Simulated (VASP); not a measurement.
Wanted: the native input for a VASP 6.6.1 run.

```
Task                   : relaxation of cell and atoms
Functional             : PBE
Potentials or basis    : VASP PAW PBE potentials, release 64 (Ho_3, Pd), 4f in core
Cutoff                 : 500 eV
k mesh                 : 8 × 8 × 8
Occupations            : gaussian, width 0.1 eV
Spin                   : no spin polarisation
Dipole correction      : no
Mended                 : yes
Further INCAR settings : ALGO = Normal; EDIFF = 1e-07; IBRION = 2; EDIFFG = -0.01; NSW = 100; ISIF = 3
```

The structure of Ho4Pd lies in POSCAR:

```
Ho4Pd
1.0
    0.0000000000      4.4178229011      4.4178229011
    4.4178229011      0.0000000000      4.4178229011
    4.4178229011      4.4178229011      0.0000000000
Ho Pd
4 1
Direct
    0.1259498574      0.6221504278      0.1259498574
    0.1259498574      0.1259498574      0.1259498574
    0.6221504278      0.1259498574      0.1259498574
    0.1259498574      0.1259498574      0.6221504278
    0.5000000000      0.5000000000      0.5000000000
```

The cell was built from a structure type or drawn by symmetry, and may not be a known phase.

One way to write it, as run:

INCAR

```
SYSTEM = Ho4Pd
ALGO = Normal ; EDIFF = 1E-7
EDIFFG = -0.01 ; ENCUT = 500
GGA = PE ; GGA_COMPAT = .FALSE.
IBRION = 2 ; ISIF = 3
ISMEAR = 0 ; LASPH = .TRUE.
LCHARG = .FALSE. ; LMAXMIX = 6
LREAL = .FALSE. ; LWAVE = .FALSE.
NELM = 200 ; NELMIN = 4
NSW = 100 ; PREC = Accurate
SIGMA = 0.1
```

KPOINTS

```
k-points
0
G
  8 8 8
  0 0 0
```

Potentials or basis: VASP PAW PBE potentials, release 64 (Ho_3, Pd), 4f in core.

Command:

```sh
$ cat potpaw_PBE.64/Ho_3/POTCAR potpaw_PBE.64/Pd/POTCAR > POTCAR
$ mpirun -np 1 vasp_std > vasp.out
```

Results of the run:

| Property | Result |
| --- | --- |
| Relaxed volume | 34.86 Å³/atom |
| Relaxed cell | a = 6.270 Å, b = 6.270 Å, c = 6.270 Å, α = 60.00°, β = 60.00°, γ = 60.00° |
| Space group after relaxing (to 0.1 Å) | F-43m (No. 216) |
| Energy gained by relaxing | 0.4 meV/atom |
| Ionic steps | 5 |
| Pressure after relaxing | 0.0 GPa |
| Band gap on the k mesh | zero (bands 23 and 24 overlap by 0.68 eV) |

Caveat: spin-orbit coupling is left out, which moves the levels of the heavy elements; the 4f electrons are frozen in the core, so they carry no moment and show no levels.

Run time: 5.7 min on 1 thread of Intel(R) Xeon(R) 6975P-C (Granite Rapids), with other jobs on the host, peak memory 0.41 GiB.
